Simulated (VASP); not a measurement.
Write the native input for VASP 6.6.1 that does the following.

* Task: single point
* Functional: PBE
* Potentials or basis: VASP PAW PBE potentials, release 64 (Ge_d)
* Cutoff: 520 eV
* k mesh: 8 × 8 × 4
* Occupations: gaussian, width 0.028 eV
* Spin: no spin polarisation
* Dipole correction: no
* Further INCAR settings: ALGO = Normal; EDIFF = 1e-06; NBANDS = 36

The structure of Ge lies in POSCAR:

```
Ge
1.0
    3.9975858431      0.0000000000      0.0000000000
   -1.9987929216      3.4620108940      0.0000000000
    0.0000000000      0.0000000000      6.5993779500
Ge
4
Direct
    0.3333333333      0.6666666667      0.9370987500
    0.6666666667      0.3333333333      0.4370987500
    0.3333333333      0.6666666667      0.5629012500
    0.6666666667      0.3333333333      0.0629012500
```

This isn't the form of Ge at room conditions, which is diamond.

These files were run (other wordings do the same):

INCAR

```
PREC = Accurate
ENCUT = 520
EDIFF = 1E-6
ISMEAR = 0
SIGMA = 0.028000000000000004
LREAL = F
LASPH = T
NELM = 60
ALGO = Normal
ISIF = 2
LWAVE = F
LCHARG = T
GGA = PE
LELF = T
LVHAR = T
NBANDS = 36
```

KPOINTS

```
regular mesh
0
Gamma
  8 8 4
```

Potentials or basis: VASP PAW PBE potentials, release 64 (Ge_d).

The run is started by

```bash
$ cat potpaw_PBE.64/Ge_d/POTCAR > POTCAR
$ mpirun -np 1 vasp_std > vasp.out
```

Results of the run:

```json
{
 "Pressure": "2.9 GPa",
 "Largest force": "0.019 eV/Å",
 "Band gap on the k mesh": "0.12 eV"
}
```

Wall time 42 s on 1 thread of Intel(R) Xeon(R) 6975P-C (Granite Rapids), with other jobs on the host, peak memory 0.23 GiB.
